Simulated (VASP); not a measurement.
Crystal: Al2O5.

```xyz
7
Lattice="3.0000 0.0000 0.0000 -1.5000 2.5981 0.0000 0.0000 0.0000 9.3000" Properties=species:S:1:pos:R:3 pbc="T T T"
Al    0.0000    1.7321    0.9300
Al    1.5000    0.8660    8.3700
O     0.0000    0.0000    4.0269
O     0.0000    0.0000    5.2731
O     1.5000    0.8660    1.8135
O     0.0000    1.7321    7.4865
O     0.0000    0.0000    0.0000
```

| Property | Result |
| --- | --- |
| Program | VASP 6.6.1 |
| Task | relaxation of cell and atoms |
| Functional | PBE |
| Potentials or basis | VASP PAW PBE potentials, release 64 (Al, O) |
| Cutoff | 600 eV |
| k mesh | 6 × 6 × 2 |
| Occupations | gaussian, width 0.2 eV |
| Spin | no spin polarisation |

At the start: pressure 4.3 GPa; volume 10.36 Å³/atom.

Problem. Where does the relaxation end?

Solution. Over 30 steps the energy falls by 536.9 meV/atom and the volume is 11.44 Å³/atom (+10.5 %); space group P-3m1 (No. 164, to 0.05 Å).

Step by step:
| step | energy change (eV) | largest force (eV/Å) | pressure (GPa) | volume (Å³) |
| --- | --- | --- | --- | --- |
| 1 | 0.0000 | 8.5020 | 4.31 | 72.49 |
| 2 | -1.8294 | 5.7684 | 10.08 | 75.40 |
| 3 | -2.7491 | 2.6009 | 5.07 | 74.35 |
| 4 | -1.5180 | 7.7845 | -7.88 | 78.30 |
| 5 | -2.9217 | 3.2285 | -1.25 | 75.34 |
| 6 | -3.5324 | 2.1023 | -3.47 | 77.13 |
| 7 | -3.5353 | 2.0322 | -3.52 | 77.21 |
| 8 | -2.6023 | 17.8332 | 12.71 | 75.01 |
| 9 | -3.6221 | 1.1742 | -0.70 | 76.60 |
| 10 | -3.6676 | 0.7528 | -1.86 | 75.55 |
| 11 | -3.6863 | 0.3562 | -1.52 | 75.92 |
| 12 | -3.7007 | 0.1861 | 0.51 | 75.09 |
| 13 | -3.7016 | 0.1286 | 1.19 | 74.83 |
| 14 | -3.7086 | 0.1349 | 1.24 | 75.14 |
| 15 | -3.7210 | 0.8111 | 1.46 | 76.09 |
| 16 | -3.7224 | 1.1816 | 1.60 | 76.55 |
| 17 | -3.7234 | 1.1482 | 1.55 | 76.60 |
| 18 | -3.7262 | 1.0500 | 1.39 | 76.75 |
| 19 | -3.7312 | 0.8559 | 1.07 | 77.05 |
| 20 | -3.7381 | 0.4815 | 0.47 | 77.65 |
| 21 | -3.7415 | 0.2847 | -0.67 | 78.85 |
| 22 | -3.7419 | 0.2665 | -0.30 | 78.48 |
| 23 | -3.7428 | 0.2596 | -0.29 | 78.52 |
| 24 | -3.7452 | 0.2364 | -0.26 | 78.64 |
| 25 | -3.7493 | 0.1864 | -0.20 | 78.89 |
| 26 | -3.7553 | 0.0882 | -0.07 | 79.38 |
| 27 | -3.7575 | 0.1266 | 0.23 | 80.36 |
| 28 | -3.7582 | 0.1038 | 0.13 | 80.03 |
| 29 | -3.7580 | 0.2540 | -0.28 | 80.15 |
| 30 | -3.7583 | 0.0461 | -0.03 | 80.08 |

Final structure:
```yaml
crystal:
  lattice:
    - [2.86987, 0.00000, 0.00000]
    - [-1.43493, 2.48538, 0.00000]
    - [0.00000, 0.00000, 11.22724]
  atoms:
    - { symbol: Al, position: [0.33333, 0.66667, 0.12258] }
    - { symbol: Al, position: [0.66667, 0.33333, 0.87742] }
    - { symbol: O, position: [0.00000, 0.00000, 0.44512] }
    - { symbol: O, position: [0.00000, 0.00000, 0.55488] }
    - { symbol: O, position: [0.66667, 0.33333, 0.18345] }
    - { symbol: O, position: [0.33333, 0.66667, 0.81655] }
    - { symbol: O, position: [0.00000, 0.00000, 0.00000] }
```

Caveat: the k points lie up to 0.42 Å⁻¹ apart in the final cell; the standard files for N, O and F lose accuracy on very short bonds; the relaxation stopped at a loose force limit of 0.08 eV/Å, so its end isn't a converged minimum.
